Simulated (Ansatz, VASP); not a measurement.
Ni: VASP beside Ansatz

File INCAR:

```
PREC = Accurate
ENCUT = 520
EDIFF = 1E-7
ISMEAR = 0
SIGMA = 0.05
LREAL = False
LASPH = True
NELM = 150
ALGO = Fast
ISIF = 2
LWAVE = False
LCHARG = False
ISPIN = 2
MAGMOM = 0.8
LORBIT = 11
LMAXMIX = 4
GGA = PE
NBANDS = 15
```

The input KPOINTS:

```
regular mesh
0
Gamma
  10 10 10
```

File POSCAR:

```
Ni
1.0
    0.0000000000      1.7619350000      1.7619350000
    1.7619350000      0.0000000000      1.7619350000
    1.7619350000      1.7619350000      0.0000000000
Ni
1
Direct
    0.0000000000      0.0000000000      0.0000000000
```

Input for Ansatz:

```yaml
crystal:
  lattice:
    - [0.0, 1.761935, 1.761935]
    - [1.761935, 0.0, 1.761935]
    - [1.761935, 1.761935, 0.0]
  atoms:
    - { symbol: Ni, position: [0.0, 0.0, 0.0], spin: 0.8 }
basis:
  ecutwfc: 420
  ecutrho_ratio: 4
kpoints:
  mp_grid: { grid: [10, 10, 10] }
hamiltonian:
  xc: pbe
scf:
  occupations: { method: gaussian, width: 0.05 }
output:
  forces: true
  stress: true
  eigenvalues: true
  populations: true
magnetization:
  spin_polarized: true
```

Alike in both runs: task single point; functional PBE; k mesh 10 × 10 × 10; occupations gaussian, width 0.05 eV; collinear spin.

|  | VASP | Ansatz |
| --- | --- | --- |
| version | VASP 6.6.1 | Ansatz 0.2.0 |
| potentials or method | VASP PAW PBE potentials, release 64 (Ni), cutoff 520 eV | scalar-relativistic, plane waves, PAW |
| valence electrons in the cell | 10 | 18 |

|  | VASP | Ansatz | Ansatz less VASP |
| --- | --- | --- | --- |
| gap on the k mesh at the Fermi level (eV) | none | none | - |
| pressure (GPa) | -0.5 | -0.4 | +0.08 |
| net moment per atom (μB) | 0.73 | 0.73 | +0.006 |
| size of the moment on the site where the two differ most (μB) | 0.74 | 0.77 | +0.033 |

Site moments also hang on the region over which each program counts them. A gap of «none» marks a metal or a gap that the smearing closes. The functional is the same, so the differences come from potentials, cutoffs and numerics. VASP's potentials hold 10 valence electrons a cell and Ansatz's 18, so a difference there can come from the potentials and not from the codes.
